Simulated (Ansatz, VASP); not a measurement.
## Two plane-wave programs on WSe2

```
W Se
1.0
     1.65107    0.95325    6.57965
    -1.65107    0.95325    6.57965
     0.00000   -1.90650    6.57965
W Se
1 2
Direct
  0.99998 0.99998 0.99998
  0.41765 0.41765 0.41765
  0.24903 0.24903 0.24903
```

Alike in both runs: task single point; functional r2SCAN; k mesh 4 × 4 × 4; no spin polarisation.

```csv
,VASP,Ansatz
version,VASP 6.6.1,Ansatz 0.2.0
potentials or method,"VASP PAW PBE potentials, release 64 (W_sv, Se)",plane waves
plane-wave cutoff (eV),550,500
occupations,"gaussian, width 0.01 eV",fixed
valence electrons in the cell,26,46
```

```csv
,VASP,Ansatz,Ansatz less VASP
gap on the k mesh at the Fermi level (eV),1.51,1.52,+0.004
pressure (GPa),1.3,1.0,-0.33
"traceless stress, the component that is largest in VASP (GPa)",-0.16,-0.19,-0.034
rms of the force components (eV/Å),0.021,0.042,+0.0210
```

VASP's potentials were made for PBE, not for r2SCAN. Atom by atom the forces differ by 0.021 eV/Å (rms over components). VASP's potentials hold 26 valence electrons a cell and Ansatz's 46, so a difference there can come from the potentials and not from the codes.

The k mesh is coarse, so the values compare programs but aren't converged. Spin-orbit coupling is off throughout.
